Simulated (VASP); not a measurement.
Crystal: Ni.

```xyz
1
Lattice="0.0000 1.7677 1.7677 1.7677 0.0000 1.7677 1.7677 1.7677 0.0000" Properties=species:S:1:pos:R:3 pbc="T T T"
Ni    0.0000    0.0000    0.0000
```

Base run:

```yaml
Program: VASP 6.6.1
Functional: PBE
Potentials_or_basis: VASP PAW PBE potentials, release 64 (Ni)
Cutoff: 520 eV
k_mesh: 14 × 14 × 14
Occupations: gaussian, width 0.1 eV
Spin: collinear spin, ferromagnetic start
Starting_moments: "[0.48] μB"
Fixed_moment: 0.48 μB
```

Its results: pressure -3.3 GPa; net moment 0.48 μB per cell; site moments Ni +0.49 μB.

Q: The run is repeated on the same cell with these changes: fixed moment from 0.48 μB to none; moments at the start from [0.48] to [0.2]. What comes out?

A: Pressure -2.9 GPa; net moment 0.60 μB per cell; site moments Ni +0.62 μB.

Caveats: the total moment is fixed, so each spin has its own Fermi level (some runs).
